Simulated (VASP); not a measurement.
A run of VASP 6.6.1:

The input INCAR:

```
ALGO = Normal
EDIFF = 1E-6
ENCUT = 500
GGA = PE
GGA_COMPAT = False
ISIF = 2
ISMEAR = 0
LASPH = True
LCHARG = False
LREAL = False
LWAVE = False
NBANDS = 16
NELM = 120
PREC = Accurate
SIGMA = 0.02
```

Contents of KPOINTS:

```
k-points
0
Gamma
  8 8 8
```

Contents of POSCAR:

```
ZnSe
1.0
    0.0000000000      2.8664716547      2.8664716547
    2.8664716547      0.0000000000      2.8664716547
    2.8664716547      2.8664716547      0.0000000000
Zn Se
1 1
Direct
    0.0000000000      0.0000000000      0.0000000000
    0.2500000000      0.2500000000      0.2500000000
```

Potentials or basis: VASP PAW PBE potentials, release 64 (Zn, Se).

The run is started by

```console
$ cat potpaw_PBE.64/Zn/POTCAR potpaw_PBE.64/Se/POTCAR > POTCAR
$ mpirun -np 1 vasp_std > vasp.out
```

Hardware: 1 thread of AMD EPYC 9R45 96-Core Processor (Zen 5) (shared host).

Q: How long does it take, and how much memory?

A: Run time: 11 s on 1 thread of AMD EPYC 9R45 96-Core Processor (Zen 5), with other jobs on the host, peak memory 0.14 GiB. Counts: scf iterations 13, k points 29.
